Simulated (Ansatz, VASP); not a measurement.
MgO in VASP and in Ansatz

POSCAR

```
MgO
1.0
    0.0748698301      2.0929505489      2.0929505489
    2.0929505489      0.0748698301      2.0929505489
    2.0929505489      2.0929505489      0.0748698301
Mg O
1 1
Direct
    0.0000000000      0.0000000000      0.0000000000
    0.5000000000      0.5000000000      0.5000000000
```

INCAR.step1

```
SYSTEM = MgO
  ALGO = Normal
  EDIFF = 1E-4
  ENCUT = 520
  GGA = PE
  ISMEAR = 0
  LASPH = .TRUE.
  LCHARG = .FALSE.
  LREAL = .FALSE.
  LWAVE = .TRUE.
  NBANDS = 11
  NELM = 80
  PREC = Accurate
  SIGMA = 0.01
```

Contents of INCAR.step2:

```
SYSTEM = MgO
  ALGO = Normal
  EDIFF = 1E-6
  ENCUT = 520
  ISIF = 2
  ISMEAR = 0
  ISTART = 1
  LASPH = .TRUE.
  LCHARG = .FALSE.
  LMIXTAU = .TRUE.
  LREAL = .FALSE.
  LWAVE = .FALSE.
  METAGGA = R2SCAN
  NBANDS = 11
  NELM = 80
  PREC = Accurate
  SIGMA = 0.01
```

KPOINTS

```
k-points
0
G
  10 10 10
  0 0 0
```

Input for Ansatz:

```yaml
crystal:
  lattice:
    - [0.0748698301, 2.0929505489, 2.0929505489]
    - [2.0929505489, 0.0748698301, 2.0929505489]
    - [2.0929505489, 2.0929505489, 0.0748698301]
  atoms:
    - { symbol: Mg, position: [0.0, 0.0, 0.0] }
    - { symbol: O, position: [0.5, 0.5, 0.5] }
kpoints:
  mp_grid: { grid: [10, 10, 10] }
  band_path:
    path:
      - [0.0, 0.0, 0.0]
      - [0.5, 0.0, 0.5]
      - [0.625, 0.25, 0.625]
      - [0.375, 0.375, 0.75]
      - [0.5, 0.5, 0.5]
      - [0.5, 0.25, 0.75]
    npoints: 1
hamiltonian:
  xc: r2scan
scf:
  occupations: { method: fixed }
  n_extra_bands: 4
output:
  forces: true
  stress: true
  eigenvalues: true
```

Change from the starting cell: epitaxial_111 strain -4.0%.

Alike in both runs: task single point; functional r2SCAN; k mesh 10 × 10 × 10; no spin polarisation.

```csv
,VASP,Ansatz
version,VASP 6.6.1,Ansatz 0.2.0
potentials or method,"VASP PAW PBE potentials, release 64 (Mg, O)","plane waves, PAW"
plane-wave cutoff (eV),520,500
occupations,"gaussian, width 0.01 eV",fixed
valence electrons in the cell,8,16
```

```csv
,VASP,Ansatz,Ansatz less VASP
gap on the k mesh at the Fermi level (eV),6.16,6.19,+0.026
pressure (GPa),12.0,13.1,+1.16
"traceless stress, the component that is largest in VASP (GPa)",-6.62,-6.58,+0.044
```

VASP's potentials were made for PBE, not for r2SCAN. VASP's potentials hold 8 valence electrons a cell and Ansatz's 16, so a difference there can come from the potentials and not from the codes.
